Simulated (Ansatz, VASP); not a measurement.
## Si5F: VASP beside Ansatz

Contents of INCAR:

```
PREC     = Accurate       # precision mode
ENCUT    = 600            # plane-wave cutoff, eV
EDIFF    = 1E-7           # SCF threshold, eV
ISMEAR   = 0              # smearing method
SIGMA    = 0.1            # smearing width, eV
LREAL    = F              # projectors in reciprocal space
LASPH    = T              # aspherical terms in the spheres
NELM     = 80             # most SCF steps
ALGO     = Normal         # electronic algorithm
ISIF     = 3              # what is computed and relaxed
LWAVE    = F              # write WAVECAR
LCHARG   = F              # write CHGCAR
GGA      = PE             # functional
IBRION   = 2              # ionic algorithm
NSW      = 100            # ionic steps
EDIFFG   = -0.01          # ionic threshold
```

File KPOINTS:

```
regular mesh
0
Gamma
  10 10 10
```

File POSCAR:

```
Si5F
1.0
    0.0000000000      3.5602846841      3.5602846841
    3.5602846841      0.0000000000      3.5602846841
    3.5602846841      3.5602846841      0.0000000000
Si F
5 1
Direct
    0.3742584397      0.3742584397      0.8772246808
    0.3742584397      0.8772246808      0.3742584397
    0.8772246808      0.3742584397      0.3742584397
    0.3742584397      0.3742584397      0.3742584397
    0.7500000000      0.7500000000      0.7500000000
    0.0000000000      0.0000000000      0.0000000000
```

Input for Ansatz:

```yaml
crystal:
  lattice:
    - [0.0, 3.5602846841, 3.5602846841]
    - [3.5602846841, 0.0, 3.5602846841]
    - [3.5602846841, 3.5602846841, 0.0]
  atoms:
    - { symbol: Si, position: [0.3742584397, 0.3742584397, 0.8772246808] }
    - { symbol: Si, position: [0.3742584397, 0.8772246808, 0.3742584397] }
    - { symbol: Si, position: [0.8772246808, 0.3742584397, 0.3742584397] }
    - { symbol: Si, position: [0.3742584397, 0.3742584397, 0.3742584397] }
    - { symbol: Si, position: [0.75, 0.75, 0.75] }
    - { symbol: F, position: [0.0, 0.0, 0.0] }
basis:
  ecutwfc: 420
kpoints:
  mp_grid: { grid: [10, 10, 10] }
hamiltonian:
  xc: pbe
scf:
  occupations: { method: gaussian, width: 0.1 }
output:
  forces: true
  stress: true
  eigenvalues: true
relax:
  adjacent_minimum: "off"
  f_tol: 0.01
  max_steps: 80
  cell: { stress_tol: 0.05 }
```

Change from the starting cell: species swapped into the ErCu5 type (F-43m, No. 216).

Alike in both runs: task relaxation of cell and atoms; functional PBE; k mesh 10 × 10 × 10; occupations gaussian, width 0.1 eV; no spin polarisation.

|  | VASP | Ansatz |
| --- | --- | --- |
| version | VASP 6.6.1 | Ansatz 0.2.0 |
| potentials or method | VASP PAW PBE potentials, release 64 (Si, F), cutoff 600 eV | scalar-relativistic, plane waves, PAW |
| valence electrons in the cell | 27 | 27 |

```tsv
	VASP	Ansatz	Ansatz less VASP
gap on the k mesh at the Fermi level, each at its own relaxed structure (eV)	none	none	-
relaxed volume (Å³/atom)	15.07	15.08	+0.007
relaxed cell length with the largest relative difference (Å)	5.038	5.039	+0.0008
```

A gap of «none» marks a metal or a gap that the smearing closes.
